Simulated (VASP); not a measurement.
Set up this calculation in VASP 6.6.1, as the native input.

```
Task                   : single point
Functional             : PBE
Potentials or basis    : VASP PAW PBE potentials, release 64 (Al, Cu)
Cutoff                 : 520 eV
k mesh                 : 1 × 1 × 1, shifted
Occupations            : fermi-dirac, width 0.1413 eV
Spin                   : no spin polarisation
Dipole correction      : no
Further INCAR settings : LREAL = Auto; ALGO = Normal; EDIFF = 1e-07; NBANDS = 98; ISYM = 0
```

The structure of Al13Cu11 lies in POSCAR:

```
Al13Cu11
1.0
    7.1452280000      0.0272100000     -0.2795910000
    0.0272100000      7.0459230000      0.0416720000
   -0.2795910000      0.0416720000      7.0313830000
Al Cu
13 11
Direct
    0.1634916519      0.7406496681      0.0870815089
    0.5222580405      0.4406818091      0.2165546316
    0.4195935297      0.9075849756      0.7488002991
    0.5851945681      0.7994922964      0.4527427522
    0.0841051374      0.1670250940      0.6432508043
    0.6240077342      0.3372908889      0.8631723461
    0.2873240627      0.1464939772      0.0167889482
    0.9416794786      0.5273728963      0.6172029633
    0.7163707867      0.2327447554      0.4335747157
    0.1692407140      0.7315242740      0.4492285658
    0.3920266715      0.1990546054      0.4695366652
    0.9132769367      0.0778692679     -0.0328309461
    0.5925897976      0.0505962089      1.1053858578
    0.9052474720      0.8840181134      0.5051511549
    0.4096345912      0.6191748812      0.8889495693
    0.0975020083      0.8207138760      0.7797128809
    0.0882018996      0.0514798360      0.2985233758
    0.5121594202      0.4699670866      0.5685649176
    0.6940291581      0.0321572970      0.6831356289
    0.0711764111      0.3928708326      0.8844944971
    0.9116397816      0.3885311770      0.1371790453
    0.7272973297      0.6626884666      0.8131198704
    0.1975347802      0.4308266588      0.2964967970
   -0.1758719319      0.7743438186      0.1452187052
```

One way to write it, as run:

INCAR

```
SYSTEM = Al13Cu11
PREC = Accurate
ENCUT = 520
EDIFF = 1E-7
ISMEAR = -1
SIGMA = 0.1413
LREAL = Auto
LASPH = .True.
NELM = 80
ALGO = Normal
ISIF = 2
LWAVE = .False.
LCHARG = .True.
GGA = PE
LELF = .True.
LVHAR = .True.
NBANDS = 98
ISYM = 0
```

KPOINTS

```
Automatic mesh
0
Gamma
  1 1 1
  0.25 0.25 0.25
```

Potentials or basis: VASP PAW PBE potentials, release 64 (Al, Cu).

Command:

```bash
$ cat potpaw_PBE.64/Al/POTCAR potpaw_PBE.64/Cu/POTCAR > POTCAR
$ mpirun -np 1 vasp_std > vasp.out
```

Results of the run:

```json
{"Pressure": "9.0 GPa", "Largest force": "3.317 eV/Å", "Band gap on the k mesh": "0.31 eV"}
```

Caveat: the k points lie up to 0.90 Å⁻¹ apart.

It took 110 s on 1 thread of Intel(R) Xeon(R) Platinum 8488C (Sapphire Rapids), on a shared host, peak memory 0.37 GiB.
